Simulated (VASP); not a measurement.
# BP (F-43m) in VASP: a series of runs

The runs below take BP through single point, with PBEsol, revPBE.

Everything below comes from runs of VASP 6.6.1. Logs are shortened: lines on timing, memory, paths and dates and some standing lists are left out, and cuts for length are marked.

**1. The cell of the first run**

It takes space group F-43m (No. 216, cubic). Conventional cell: a = 4.538 Å, b = 4.538 Å, c = 4.538 Å, α = 90.00°, β = 90.00°, γ = 90.00°. Within 2.6 Å of P (site symmetry -43m) lie 4 B at 1.97 Å. B (site symmetry -43m) has 4 P at 1.97 Å within 2.6 Å.

**2. Single point, PBEsol**

INCAR

```
SYSTEM = BP
PREC     = Accurate       ! precision mode
ENCUT    = 520            ! plane-wave cutoff, eV
EDIFF    = 1E-6           ! SCF threshold, eV
ISMEAR   = 0              ! smearing method
SIGMA    = 0.1            ! smearing width, eV
LREAL    = .False.        ! projectors in reciprocal space
LASPH    = .True.         ! aspherical terms in the spheres
NELM     = 80             ! most SCF steps
ALGO     = Normal         ! electronic algorithm
ISIF     = 2              ! what is computed and relaxed
LWAVE    = .False.        ! write WAVECAR
LCHARG   = .False.        ! write CHGCAR
GGA      = PS             ! functional
NBANDS   = 11             ! bands
```

KPOINTS

```
Automatic mesh
0
Gamma
  10 10 10
  0 0 0
```

POSCAR

```
BP
1.0
    0.0000000000      2.2690000000      2.2690000000
    2.2690000000      0.0000000000      2.2690000000
    2.2690000000      2.2690000000      0.0000000000
P B
1 1
Direct
    0.7500000000      0.7500000000      0.7500000000
    0.0000000000      0.0000000000      0.0000000000
```

Potentials or basis: VASP PAW PBE potentials, release 64 (P, B).

On the command line:

```bash
cat potpaw_PBE.64/P/POTCAR potpaw_PBE.64/B/POTCAR > POTCAR
mpirun -np 1 vasp_std > vasp.out
```

OUTCAR:

```text
SYSTEM = BP
   PREC = Accurate
   ENCUT = 520
   EDIFF = 1E-6
   ISMEAR = 0
   LREAL = .False.
   LASPH = .True.
   NELM = 80
   ISIF = 2
   GGA = PS

 ion  position               nearest neighbor table
   1  0.750  0.750  0.750-   2 1.97   2 1.97   2 1.97   2 1.97
   2  0.000  0.000  0.000-   1 1.97   1 1.97   1 1.97   1 1.97

  LATTYP: Found a face centered cubic cell.
 ALAT       =     4.5380000000

  Lattice vectors:

 A1 = (   0.0000000000,   2.2690000000,   2.2690000000)
 A2 = (   2.2690000000,   0.0000000000,   2.2690000000)
 A3 = (   2.2690000000,   2.2690000000,   0.0000000000)

Analysis of symmetry for initial positions (statically):
=====================================================================
 Subroutine PRICEL returns:
 Original cell was already a primitive cell.

 Routine SETGRP: Setting up the symmetry group for a
 face centered cubic supercell.

 Subroutine GETGRP returns: Found 24 space group operations
 (whereof 24 operations were pure point group operations)
 out of a pool of 48 trial point group operations.

The static configuration has the point symmetry T_d .

Analysis of symmetry for dynamics (positions and initial velocities):
=====================================================================
 Subroutine PRICEL returns:
 Original cell was already a primitive cell.

 Routine SETGRP: Setting up the symmetry group for a
 face centered cubic supercell.

 Subroutine GETGRP returns: Found 24 space group operations
 (whereof 24 operations were pure point group operations)
 out of a pool of 48 trial point group operations.

The dynamic configuration has the point symmetry T_d .

 Subroutine INISYM returns: Found 24 space group operations
 (whereof 24 operations are pure point group operations),
 and found     1 'primitive' translations

----------------------------------------------------------------------------------------

                                     Primitive cell

  volume of cell :      23.3633

  direct lattice vectors                    reciprocal lattice vectors
     0.000000000  2.269000000  2.269000000    -0.220361393  0.220361393  0.220361393
     2.269000000  0.000000000  2.269000000     0.220361393 -0.220361393  0.220361393
     2.269000000  2.269000000  0.000000000     0.220361393  0.220361393 -0.220361393

  length of vectors
     3.208850573  3.208850573  3.208850573     0.381677128  0.381677128  0.381677128

  position of ions in fractional coordinates (direct lattice)
     0.750000000  0.750000000  0.750000000
     0.000000000  0.000000000  0.000000000

  ion indices of the primitive-cell ions
   primitive index   ion index
                 1           1
                 2           2

----------------------------------------------------------------------------------------

 KPOINTS: Automatic mesh

Automatic generation of k-mesh.
 Grid dimensions read from file:
 generate k-points for:   10   10   10

 Generating k-lattice:

  Cartesian coordinates                     Fractional coordinates (reciprocal lattice)
    -0.022036139  0.022036139  0.022036139     0.100000000  0.000000000  0.000000000
     0.022036139 -0.022036139  0.022036139     0.000000000  0.100000000  0.000000000
     0.022036139  0.022036139 -0.022036139     0.000000000  0.000000000  0.100000000

  Length of vectors
     0.038167713  0.038167713  0.038167713

  Shift w.r.t. Gamma in fractional coordinates (k-lattice)
     0.000000000  0.000000000  0.000000000

 Subroutine IBZKPT returns following result:
 ===========================================

 Found     47 irreducible k-points:

 Following reciprocal coordinates:
            Coordinates               Weight
  0.000000  0.000000  0.000000      1.000000
  0.100000  0.000000  0.000000      8.000000
  0.200000  0.000000  0.000000      8.000000
  0.300000  0.000000  0.000000      8.000000
  0.400000  0.000000  0.000000      8.000000
  0.500000  0.000000  0.000000      4.000000
[... 16 lines left out ...]
  0.300000  0.300000  0.000000      6.000000
  0.400000  0.300000  0.000000     24.000000
 [... further k-points ...]
   k-points           NKPTS =     47   k-points in BZ     NKDIM =     47   number of bands    NBANDS=     11
   number of dos      NEDOS =    301   number of ions     NIONS =      2
   total plane-waves  NPLWV =  13824
   dimension x,y,z NGX =    24 NGY =   24 NGZ =   24
   dimension x,y,z NGXF=    48 NGYF=   48 NGZF=   48
   ions per type =               1   1
   NGX,Y,Z   is equivalent  to a cutoff of  12.43, 12.43, 12.43 a.u.
   NGXF,Y,Z  is equivalent  to a cutoff of  24.87, 24.87, 24.87 a.u.
 SYSTEM =  BP
   PREC   = accura    normal or accurate (medium, high low for compatibility)
   ISTART =      0    job   : 0-new  1-cont  2-samecut
   ICHARG =      2    charge: 1-file 2-atom 10-const
   ISPIN  =      1    spin polarized calculation?
   LNONCOLLINEAR =      F non collinear calculations
   LSORBIT =      F    spin-orbit coupling
   LASPH  =      T    aspherical Exc in radial PAW
   ENCUT  =  520.0 eV  38.22 Ry    6.18 a.u.   5.97  5.97  5.97*2*pi/ulx,y,z
   NELM   =     80;   NELMIN=  2; NELMDL= -5     # of ELM steps
   EDIFF  = 0.1E-05   stopping-criterion for ELM
   LREAL  =      F    real-space projection
   EDIFFG = 0.1E-04   stopping-criterion for IOM
   NSW    =      0    number of steps for IOM
   IBRION =     -1    ionic relax: 0-MD 1-quasi-New 2-CG
   NFREE  =      0    steps in history (QN), initial steepest desc. (CG)
   ISIF   =      2    stress and relaxation
   ISYM   =      2    0-nonsym 1-usesym 2-fastsym
   POTIM  = 0.5000    time-step for ionic-motion
   TEBEG  =    0.0;   TEEND  =   0.0 temperature during run
   PSTRESS=    0.0 pullay stress
   NELECT =       8.0000    total number of electrons
   NUPDOWN=      -1.0000    fix difference up-down
   EMIN   =  10.00;   EMAX   =-10.00  energy-range for DOS
   EFERMI =   0.00;   METHOD = LEGACY
   ISMEAR =     0;   SIGMA  =   0.10  broadening in eV -4-tet -1-fermi 0-gaus
   EFERMI_NEDOS =   21; number of points for ismear=-14 and -15
   IALGO  =     38    algorithm
   IMIX   =      4    mixing-type and parameters
     AMIX     =   0.40;   BMIX     =  1.00
     AMIX_MAG =   1.60;   BMIX_MAG =  1.00
  volume/ion in A,a.u.               =      11.68        78.83
  Fermi-wavevector in a.u.,A,eV,Ry     =   1.145320  2.164342 17.847562  1.311759
  Thomas-Fermi vector in A             =   2.282009
   LORBIT       =      0    0 simple, 1 ext, 2 COOP (PROOUT), +10 PAW based schemes
   GGA     = PS    functional components
   LHFCALC =     F    Hartree Fock is set to
   AEXX    =    0.0000 exact exchange contribution
   IVDW    =     0    specifies the selected vdW correction
   LEPSILON=     F    determine dielectric tensor
   LRPA    =     F    only Hartree local field effects (RPA)
 non-spin polarized calculation
 Gauss-broadening in eV      SIGMA  =   0.10
  energy-cutoff  :      520.00
  volume of cell :       23.36
 maximum number of plane-waves:       639
   NGX = 11   NGY = 11   NGZ = 11

 number of electron       8.0000000 magnetization

 Free energy of the ion-electron system (eV)
  ---------------------------------------------------
  ext. energy  EPLUGINS =         0.00000000
  ---------------------------------------------------
  free energy    TOTEN  =       -13.67223473 eV

  energy without entropy =      -13.67223473  energy(sigma->0) =      -13.67223473

 E-fermi :   7.8244     XC(G=0): -11.0458

 val. band max:        7.4054752780   @ k =   0.0000   0.0000   0.0000
 cond. band min:       8.5364030748   @ k =   0.4000   0.4000   0.0000
 fundamental gap:      1.1309277969
 Fermi energy:         7.8244316444

 k-point     1 :       0.0000    0.0000    0.0000
  band No.  band energies     occupation
      1      -8.0926      2.00000
      2       7.4055      2.00000
      3       7.4055      2.00000
      4       7.4055      2.00000
      5      10.7623      0.00000
      6      10.7623      0.00000
      7      10.7623      0.00000
      8      14.7483      0.00000
      9      18.6480      0.00000
     10      19.5271      0.00000
     11      19.5271      0.00000

 k-point     2 :       0.1000    0.0000    0.0000
  band No.  band energies     occupation
      1      -7.9119      2.00000
      2       6.0912      2.00000
      3       7.1069      2.00000
      4       7.1069      2.00000
      5      11.1742      0.00000
      6      11.1742      0.00000
      7      11.1978      0.00000
      8      15.2669      0.00000
      9      18.8077      0.00000
     10      18.8077      0.00000
     11      19.2260      0.00000

 k-point     3 :       0.2000    0.0000    0.0000
  band No.  band energies     occupation
      1      -7.3763      2.00000
      2       3.7357      2.00000
      3       6.5438      2.00000
      4       6.5438      2.00000
      5      11.3900      0.00000
      6      11.8949      0.00000
      7      11.8949      0.00000
      8      16.4124      0.00000
      9      18.1862      0.00000
     10      18.1862      0.00000
     11      20.1070      0.00000

 k-point     4 :       0.3000    0.0000    0.0000
  band No.  band energies     occupation
      1      -6.5151      2.00000
      2       1.3647      2.00000
      3       6.0534      2.00000
      4       6.0534      2.00000
      5      11.2957      0.00000
      6      12.2145      0.00000
      7      12.2145      0.00000
      8      17.2602      0.00000
      9      18.7661      0.00000
     10      18.7661      0.00000
     11      20.4023      0.00000
[... 239 lines left out ...]
 k-point    22 :      -0.2000    0.2000    0.0000
  band No.  band energies     occupation
      1      -6.2227      2.00000
      2       2.1384      2.00000
      3       3.1869      2.00000
      4       6.1547      2.00000
      5      11.8178      0.00000
      6      12.6811      0.00000
      7      13.7369      0.00000
      8      15.6538      0.00000
      9      16.8259      0.00000
     10      20.9016      0.00000
     11      23.1052      0.00000

 k-point    23 :       0.3000    0.3000    0.0000
  band No.  band energies     occupation
      1      -5.9706      2.00000
      2       2.5739      2.00000
      3       4.1572      2.00000
      4       4.1572      2.00000
      5       8.8323      0.00000
      6      11.1815      0.00000
      7      16.2439      0.00000
      8      16.2439      0.00000
      9      20.4163      0.00000
     10      21.7902      0.00000
     11      23.7448      0.00000

 k-point    24 :       0.4000    0.3000    0.0000
  band No.  band energies     occupation
      1      -5.1417      2.00000
      2       1.2408      2.00000
      3       3.3161      2.00000
      4       3.8616      2.00000
      5       9.1170      0.00000
      6      10.9020      0.00000
      7      16.8536      0.00000
      8      16.8619      0.00000
      9      21.3378      0.00000
     10      22.6666      0.00000
     11      24.3217      0.00000

 [... further k-points ...]

------------------------ aborting loop because EDIFF is reached ----------------------------------------

  FORCE on cell =-STRESS in cart. coord.  units (eV):
  Direction    XX          YY          ZZ          XY          YZ          ZX
  --------------------------------------------------------------------------------------
  -------------------------------------------------------------------------------------
  Total       -0.2710116     -0.2710116     -0.2710116     -0.0000000      0.0000000      0.0000000
  in kB      -18.5851039    -18.5851039    -18.5851039     -0.0000000      0.0000000      0.0000000
  external PRESSURE =     -18.5851039 kB  Pullay stress =       0.0000000 kB

 VOLUME and BASIS-vectors are now :
 -----------------------------------------------------------------------------
  energy-cutoff  :      520.00
  volume of cell :       23.36
      direct lattice vectors                 reciprocal lattice vectors
     0.000000000  2.269000000  2.269000000    -0.220361393  0.220361393  0.220361393
     2.269000000  0.000000000  2.269000000     0.220361393 -0.220361393  0.220361393
     2.269000000  2.269000000  0.000000000     0.220361393  0.220361393 -0.220361393

 POSITION                                       TOTAL-FORCE (eV/Angst)
 -----------------------------------------------------------------------------------
      3.40350      3.40350      3.40350         0.000000      0.000000      0.000000
      0.00000      0.00000      0.00000        -0.000000     -0.000000     -0.000000
 -----------------------------------------------------------------------------------
    total drift:                               -0.000000     -0.000000     -0.000000

  FREE ENERGIE OF THE ION-ELECTRON SYSTEM (eV)
  ---------------------------------------------------
  free  energy   TOTEN  =       -13.6722347291 eV

  energy  without entropy=      -13.6722347291  energy(sigma->0) =      -13.67223473
```

Run time: 6.7 s. Hardware: 1 thread of Intel Xeon Platinum 8488C (Sapphire Rapids), shared host; peak memory 0.14 GiB.

Results:

```
Free energy            : -13.6722 eV
Pressure               : -1.9 GPa
Band gap on the k mesh : 1.13 eV (least direct gap 3.36 eV)
```

Levels at points of the mesh, in eV from the valence-band top:
```csv
k point,band 1,band 2,band 3,band 4,band 5,band 6,band 7,band 8
"(0.00, 0.00, 0.00)",-15.50,0.00,0.00,0.00,3.36,3.36,3.36,7.34
"(0.50, 0.00, 0.00)",-12.15,-9.10,-1.77,-1.77,3.73,4.65,4.65,9.93
"(0.50, 0.50, 0.00)",-10.62,-8.60,-4.15,-4.15,1.23,1.52,12.10,12.10
```

Caveat: the PAW data sets were made with another functional, which shifts forces and pressure a little. A k mesh can miss the band edges.

**3. Single point, revPBE**

This run uses another cell than the first one, of 11.91 Å³/atom.

INCAR

```
ALGO = Normal
EDIFF = 1E-6
ENCUT = 520
GGA = RE
ISIF = 2
ISMEAR = -1
LASPH = T
LCHARG = F
LREAL = F
LWAVE = F
NBANDS = 11
NELM = 100
PREC = Accurate
SIGMA = 0.05
```

KPOINTS

```
k-points
0
Gamma
  10 10 10
```

POSCAR

```
BP
1.0
    0.0000000000      2.2838654000      2.2838654000
    2.2838654000      0.0000000000      2.2838654000
    2.2838654000      2.2838654000      0.0000000000
P B
1 1
Direct
    0.7500000000      0.7500000000      0.7500000000
    0.0000000000      0.0000000000      0.0000000000
```

Potentials or basis: VASP PAW PBE potentials, release 64 (P, B).

On the command line:

```bash
cat potpaw_PBE.64/P/POTCAR potpaw_PBE.64/B/POTCAR > POTCAR
mpirun -np 1 vasp_std > vasp.out
```

OUTCAR:

```text
EDIFF = 1E-6
   ENCUT = 520
   GGA = RE
   ISIF = 2
   ISMEAR = -1
   LASPH = T
   LREAL = F
   NELM = 100
   PREC = Accurate

 ion  position               nearest neighbor table
   1  0.750  0.750  0.750-   2 1.98   2 1.98   2 1.98   2 1.98
   2  0.000  0.000  0.000-   1 1.98   1 1.98   1 1.98   1 1.98

  LATTYP: Found a face centered cubic cell.
 ALAT       =     4.5677308000

  Lattice vectors:

[... 518 lines left out ...]
     11      24.1309      0.00000

 [... further k-points ...]

------------------------ aborting loop because EDIFF is reached ----------------------------------------

  FORCE on cell =-STRESS in cart. coord.  units (eV):
  Direction    XX          YY          ZZ          XY          YZ          ZX
  --------------------------------------------------------------------------------------
  -------------------------------------------------------------------------------------
  Total       -0.0446420     -0.0446420     -0.0446420     -0.0000000     -0.0000000      0.0000000
  in kB       -3.0020127     -3.0020127     -3.0020127     -0.0000000     -0.0000000      0.0000000
  external PRESSURE =      -3.0020127 kB  Pullay stress =       0.0000000 kB

 VOLUME and BASIS-vectors are now :
 -----------------------------------------------------------------------------
  energy-cutoff  :      520.00
  volume of cell :       23.83
      direct lattice vectors                 reciprocal lattice vectors
     0.000000000  2.283865400  2.283865400    -0.218927087  0.218927087  0.218927087
     2.283865400  0.000000000  2.283865400     0.218927087 -0.218927087  0.218927087
     2.283865400  2.283865400  0.000000000     0.218927087  0.218927087 -0.218927087

 POSITION                                       TOTAL-FORCE (eV/Angst)
 -----------------------------------------------------------------------------------
      3.42580      3.42580      3.42580         0.000000      0.000000      0.000000
      0.00000      0.00000      0.00000        -0.000000     -0.000000     -0.000000
 -----------------------------------------------------------------------------------
    total drift:                               -0.000000     -0.000000     -0.000000

  FREE ENERGIE OF THE ION-ELECTRON SYSTEM (eV)
  ---------------------------------------------------
  free  energy   TOTEN  =       -12.3862362045 eV

  energy  without entropy=      -12.3862361675  energy(sigma->0) =      -12.38623619
```

Wall time 7.1 s (1 thread of Intel Xeon Platinum 8488C (Sapphire Rapids), shared host); peak memory 0.13 GiB.

Results:

| Property | Result |
| --- | --- |
| Free energy | -12.3862 eV |
| Pressure | -0.3 GPa |
| Band gap on the k mesh | 1.27 eV (least direct gap 3.37 eV) |

Caveat: the PAW data sets were made with another functional, which shifts forces and pressure a little. A k mesh can miss the band edges.
